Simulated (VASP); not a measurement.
# Li2H3 (Immm) in VASP: a series of runs, part 2 of 2

VASP 6.6.1. The steps go on from the part before.

## 3. Single point, PBE

This run uses another cell than the first one, of 7.12 Å³/atom.

Contents of INCAR:

```
  ALGO = Normal
  EDIFF = 1E-7
  ENCUT = 520
  GGA = PE
  ISIF = 2
  ISMEAR = 0
  LASPH = T
  LCHARG = F
  LREAL = F
  LWAVE = F
  NBANDS = 12
  NELM = 80
  PREC = Accurate
  SIGMA = 0.1
```

Contents of KPOINTS:

```
k-points
0
Gamma
  16 16 16
```

Contents of POSCAR:

```
Li2H3
1.0
   -1.4614294449      2.4263228354      2.5082007532
    1.4614294449     -2.4263228354      2.5082007532
    1.4614294449      2.4263228354     -2.5082007532
Li H
2 3
Direct
    0.7453431965      0.2453431965      0.5000000000
    0.2546568035      0.7546568035      0.5000000000
    0.0000000000      0.0000000000      0.0000000000
    0.7122353396      0.5000000000      0.2122353396
    0.2877646604      0.5000000000      0.7877646604
```

Potentials or basis: VASP PAW PBE potentials, release 64 (Li_sv, H).

Run with:

```console
cat potpaw_PBE.64/Li_sv/POTCAR potpaw_PBE.64/H/POTCAR > POTCAR
mpirun -np 1 vasp_std > vasp.out
```

Wall time 1.8 min (1 thread of Intel Xeon 6975P-C (Granite Rapids), shared host); peak memory 0.32 GiB.

It converged, with:

```yaml
Free_energy: -13.5871 eV
Largest_force: 0.007 eV/Å
Band_gap_on_the_k_mesh: zero (an odd number of electrons rules out a gap without spin polarisation)
```

Forces on the atoms (eV/Å):
```
Li   0.000  0.000 -0.002
Li   0.000  0.000  0.002
H    0.000  0.000  0.000
H    0.000  0.007  0.000
H    0.000 -0.007  0.000
```

Levels at points of the mesh, in eV from the Fermi level:
| k point | band 3 | band 4 | band 5 | band 6 | band 7 | band 8 |
| --- | --- | --- | --- | --- | --- | --- |
| (0.00, 0.00, 0.00) | -7.54 | -0.21 | 0.43 | 4.65 | 8.70 | 9.84 |
| (0.50, 0.00, 0.00) | -5.85 | -4.95 | 2.60 | 6.96 | 7.01 | 9.25 |
| (0.00, 0.50, 0.00) | -3.95 | -3.17 | -0.49 | 5.22 | 5.65 | 5.71 |
| (0.50, 0.50, 0.00) | -4.55 | -1.71 | -1.12 | 3.63 | 4.24 | 9.43 |
| (0.50, 0.50, 0.50) | -5.55 | -3.74 | -1.18 | 2.74 | 8.72 | 10.08 |

Caveat: the cutoff is under 1.25 times the usual one of these potentials, so pressure, stress and relaxed cells hold a basis-set (Pulay) error.

## 4. Relaxation of cell and atoms, PBE

This run uses another cell than the first one, of 7.10 Å³/atom.

Contents of INCAR:

```
SYSTEM = Li2H3
PREC     = Accurate       ! precision mode
ENCUT    = 600            ! plane-wave cutoff, eV
EDIFF    = 1E-6           ! SCF threshold, eV
ISMEAR   = 0              ! smearing method
SIGMA    = 0.1            ! smearing width, eV
LREAL    = .False.        ! projectors in reciprocal space
LASPH    = .True.         ! aspherical terms in the spheres
NELM     = 80             ! most SCF steps
ALGO     = Normal         ! electronic algorithm
ISIF     = 3              ! what is computed and relaxed
LWAVE    = .False.        ! write WAVECAR
LCHARG   = .False.        ! write CHGCAR
GGA      = PE             ! functional
IBRION   = 2              ! ionic algorithm
NSW      = 100            ! ionic steps
EDIFFG   = -0.01          ! ionic threshold
```

Contents of KPOINTS:

```
Automatic mesh
0
Gamma
  16 16 16
  0 0 0
```

Contents of POSCAR:

```
Li2H3
1.0
   -1.4315276640      2.4765872164      2.5029323389
    1.4315276640     -2.4765872164      2.5029323389
    1.4315276640      2.4765872164     -2.5029323389
Li H
2 3
Direct
    0.7470828856      0.2470828856      0.5000000000
    0.2529171144      0.7529171144      0.5000000000
    0.0000000000      0.0000000000      0.0000000000
    0.6920203336      0.5000000000      0.1920203336
    0.3079796664      0.5000000000      0.8079796664
```

Potentials or basis: VASP PAW PBE potentials, release 64 (Li_sv, H).

Run with:

```console
cat potpaw_PBE.64/Li_sv/POTCAR potpaw_PBE.64/H/POTCAR > POTCAR
mpirun -np 1 vasp_std > vasp.out
```

OUTCAR:

```text
SYSTEM = Li2H3
   PREC = Accurate
   ENCUT = 600
   EDIFF = 1E-6
   ISMEAR = 0
   LREAL = .False.
   LASPH = .True.
   NELM = 80
   ISIF = 3
   GGA = PE
   IBRION = 2
   NSW = 100
   EDIFFG = -0.01

 ion  position               nearest neighbor table
   1  0.747  0.247  0.500-   2 2.47   2 2.53
   2  0.253  0.753  0.500-   1 2.47   1 2.53
   3  0.000  0.000  0.000-
   4  0.692  0.500  0.192-
   5  0.308  0.500  0.808-

  LATTYP: Found a body centered orthorhombic cell.
 ALAT       =     2.8630553280
 B/A-ratio  =     1.7300309863
 C/A-ratio  =     1.7484344884

  Lattice vectors:

 A1 = (  -1.4315276640,   2.4765872164,   2.5029323389)
 A2 = (   1.4315276640,  -2.4765872164,   2.5029323389)
 A3 = (   1.4315276640,   2.4765872164,  -2.5029323389)

[... 383 lines left out ...]
  ---------------------------------------------------
  free energy    TOTEN  =       -13.58738905 eV

  energy without entropy =      -13.58430960  energy(sigma->0) =      -13.58584933

 E-fermi :   1.1011     XC(G=0):  -8.7849

 val. band max:        1.0978112695   @ k =  -0.0625   0.2500   0.0625
 cond. band min:       1.1023915686   @ k =   0.0625   0.2500   0.0625
 fundamental gap:      0.0045802991
 Fermi energy:         1.1010539108

 k-point     1 :       0.0000    0.0000    0.0000
  band No.  band energies     occupation
      1     -44.3232      2.00000
      2     -44.2396      2.00000
      3      -6.4828      2.00000
      4       0.8797      1.99825
      5       1.5634      0.00000
      6       5.7481      0.00000
      7       9.7857      0.00000
      8      10.9663      0.00000
[... 243 lines left out ...]
 k-point    24 :      -0.1250    0.0625   -0.0000
  band No.  band energies     occupation
      1     -44.3208      2.00000
      2     -44.2411      2.00000
      3      -6.3504      2.00000
      4      -0.0367      2.00000
      5       2.4566      0.00000
      6       5.7649      0.00000
      7       9.4170      0.00000
      8      11.0584      0.00000

 [... further k-points ...]
[... 5 lines left out ...]
  --------------------------------------------------------------------------------------
  -------------------------------------------------------------------------------------
  Total       -0.0079460      0.0200910      0.0007868      0.0000000      0.0000000      0.0000000
  in kB       -0.3601993      0.9107393      0.0356671      0.0000000      0.0000000      0.0000000
  external PRESSURE =       0.1954024 kB  Pullay stress =       0.0000000 kB
[... 20 lines left out ...]
  FREE ENERGIE OF THE ION-ELECTRON SYSTEM (eV)
  ---------------------------------------------------
  free  energy   TOTEN  =       -13.5873890522 eV

  energy  without entropy=      -13.5843095995  energy(sigma->0) =      -13.58584933

 reached required accuracy - stopping structural energy minimisation
```

OSZICAR:

```text
N       E                     dE             d eps       ncg     rms          rms(c)
DAV:   1     0.344709994174E+01    0.34471E+01   -0.45049E+03  9936   0.112E+03
DAV:   2    -0.120852680235E+02   -0.15532E+02   -0.15154E+02 13560   0.102E+02
DAV:   3    -0.138000947795E+02   -0.17148E+01   -0.17129E+01 13544   0.412E+01
[... 71 lines left out ...]
DAV:   1    -0.135873750930E+02   -0.12362E-03   -0.19781E-02  9976   0.182E+00    0.958E-02
DAV:   2    -0.135874018348E+02   -0.26742E-04   -0.56829E-04 15304   0.280E-01    0.649E-02
DAV:   3    -0.135873909951E+02    0.10840E-04   -0.48995E-05 18072   0.614E-02    0.137E-02
DAV:   4    -0.135873891818E+02    0.18133E-05   -0.41529E-06 11040   0.244E-02    0.245E-03
DAV:   5    -0.135873890522E+02    0.12961E-06   -0.56769E-07  6056   0.889E-03
  11 F= -.13587389E+02 E0= -.13585849E+02  d E =-.137811E-03
```

CONTCAR:

```text
Li2H3
   1.00000000000000
    -1.4596321916538337    2.4178206303427641    2.5037471784873939
     1.4596321916538337   -2.4178206303427641    2.5037471784873939
     1.4596321916538337    2.4178206303427641   -2.5037471784873939
  Li              H
     2     3
Direct
     0.7446687186950074    0.2446687186950074    0.5000000000000000
     0.2553312813049926    0.7553312813049926    0.5000000000000000
     0.0000000000000000    0.0000000000000000    0.0000000000000000
     0.7134290207453168    0.5000000000000000    0.2134290207453168
     0.2865709792546832    0.5000000000000000    0.7865709792546832

  0.00000000E+00  0.00000000E+00  0.00000000E+00
  0.00000000E+00  0.00000000E+00  0.00000000E+00
  0.00000000E+00  0.00000000E+00  0.00000000E+00
  0.00000000E+00  0.00000000E+00  0.00000000E+00
  0.00000000E+00  0.00000000E+00  0.00000000E+00
```

Run time: 8 min. Hardware: 1 thread of Intel Xeon 6975P-C (Granite Rapids), shared host; peak memory 0.32 GiB.

Results:

- Free energy: -13.5874 eV
- Relaxed volume: 7.07 Å³/atom
- Relaxed cell: a = 3.774 Å, b = 3.774 Å, c = 3.774 Å, α = 134.50°, β = 100.33°, γ = 96.88°
- Space group after relaxing (to 0.1 Å): Immm (No. 71)
- Energy gained by relaxing: 3.2 meV/atom
- Ionic steps: 11
- Pressure after relaxing: 0.0 GPa
- Largest force after relaxing: 0.004 eV/Å
- Band gap on the k mesh: zero (an odd number of electrons rules out a gap without spin polarisation)

Forces on the atoms (eV/Å):
```
Li   0.000  0.000  0.004
Li   0.000  0.000 -0.004
H    0.000  0.000  0.000
H    0.000 -0.002  0.000
H    0.000  0.002  0.000
```

Stress tensor (GPa, compression positive):
```
-0.04  0.00  0.00
 0.00  0.09  0.00
 0.00  0.00  0.00
```

Step by step:
```csv
step,energy change (eV),largest force (eV/Å),pressure (GPa),volume (Å³)
1,0.0000,0.0538,-0.14,35.49
2,-0.0018,0.0571,-0.12,35.46
3,-0.0061,0.0649,-0.03,35.36
4,-0.0081,0.0652,0.21,35.15
5,-0.0085,0.0686,0.12,35.22
6,-0.0102,0.0671,0.05,35.26
7,-0.0126,0.0504,-0.14,35.37
8,-0.0144,0.0351,-0.05,35.33
9,-0.0160,0.0056,0.14,35.24
10,-0.0160,0.0071,0.16,35.23
11,-0.0162,0.0042,0.02,35.34
```

Final structure:
```xyz
5
Lattice="-1.4596 2.4178 2.5037 1.4596 -2.4178 2.5037 1.4596 2.4178 -2.5037" Properties=species:S:1:pos:R:3 pbc="T T T"
Li    0.0000    2.4178    1.2252
Li    1.4596    0.0000    1.2786
H     0.0000    0.0000    0.0000
H     0.0000    1.0321    2.5037
H     1.4596    1.3858    0.0000
```

Levels at points of the mesh, in eV from the Fermi level:
```tsv
k point	band 1	band 2	band 3	band 4	band 5	band 6	band 7	band 8
(0.00, 0.00, 0.00)	-45.42	-45.34	-7.58	-0.22	0.46	4.65	8.68	9.87
(0.50, 0.00, 0.00)	-45.39	-45.38	-5.90	-4.97	2.64	6.97	7.01	9.28
(0.00, 0.50, 0.00)	-45.37	-45.37	-3.98	-3.20	-0.50	5.21	5.64	5.73
(0.50, 0.50, 0.00)	-45.40	-45.34	-4.58	-1.75	-1.13	3.62	4.23	9.47
(0.50, 0.50, 0.50)	-45.39	-45.37	-5.59	-3.76	-1.16	2.73	8.71	10.07
```

Caveat: the cutoff is under 1.25 times the usual one of these potentials, so pressure, stress and relaxed cells hold a basis-set (Pulay) error.

## 5. The runs side by side

| task | cell | k mesh | cutoff (eV) | gap on the mesh (eV) | largest force (eV/Å) |
| --- | --- | --- | --- | --- | --- |
| single point | a = 4.435 Å, angles 138.7, 108.4, 86.1°, 5 atoms, atomic positions A | 6 × 6 × 6 | 520 | none | 0.21 |
| single point | a = 3.783 Å, angles 134.6, 100.2, 96.9°, 5 atoms, atomic positions B | 16 × 16 × 16 | 520 | none | 0.01 |
| relaxation of cell and atoms | relaxed from a = 3.801 Å, angles 135.8, 98.7, 97.6°, 5 atoms, atomic positions C | 16 × 16 × 16 | 600 | none | - |

Alike in all rows: level PBE; potentials or basis VASP PAW PBE potentials, release 64 (Li_sv, H); no spin polarisation; smearing gaussian 0.1 eV.

Caveats: some runs use coarse meshes; the cutoff is under 1.25 times the usual one of these potentials, so pressure, stress and relaxed cells hold a basis-set (Pulay) error.

Total energies depend on the potentials used, so only differences within one code and one set of settings carry meaning.
